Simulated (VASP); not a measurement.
Runs of VASP 6.6.1 on FeO (Wuestite). The structure is that of space group Fm-3m (No. 225), or close to it. The cells are those of the table. 

```csv
task,level,cell,gap on the mesh (eV),pressure (GPa),moment (μB),relaxed volume (Å³/atom)
single point,PBE,"a = 3.047 Å, angles 60.0°, 2 atoms",none,(a),4.00,-
relaxation of cell and atoms,RPBE,"relaxed from a = 3.048 Å, angles 60.0°, 2 atoms",none,0.0,4.00,10.31
single point,RPBE,"a = 3.079 Å, angles 60.0°, 2 atoms",none,-0.3,4.00,-
relaxation of cell and atoms,PBE,"relaxed from a = 3.048 Å, angles 60.0°, 2 atoms",none,0.0,4.00,9.99
```

Alike in all rows: potentials or basis VASP PAW PBE potentials, release 64 (Fe, O); spin collinear, ferromagnetic start; k mesh 10 × 10 × 10; cutoff (eV) 600; smearing fermi-dirac 0.05 eV.

Question: Estimate the missing entries.

Answer: (a) -0.2.

Caveats: a cell with one magnetic atom can't hold antiferromagnetic order, which such compounds often take; semilocal functionals often make such compounds metallic where correlation or magnetic order opens a gap, which also shifts bond lengths; the PAW data sets were made with another functional, which shifts forces and pressure a little (some runs).

A gap of «none» marks levels without a gap at the run's occupations.
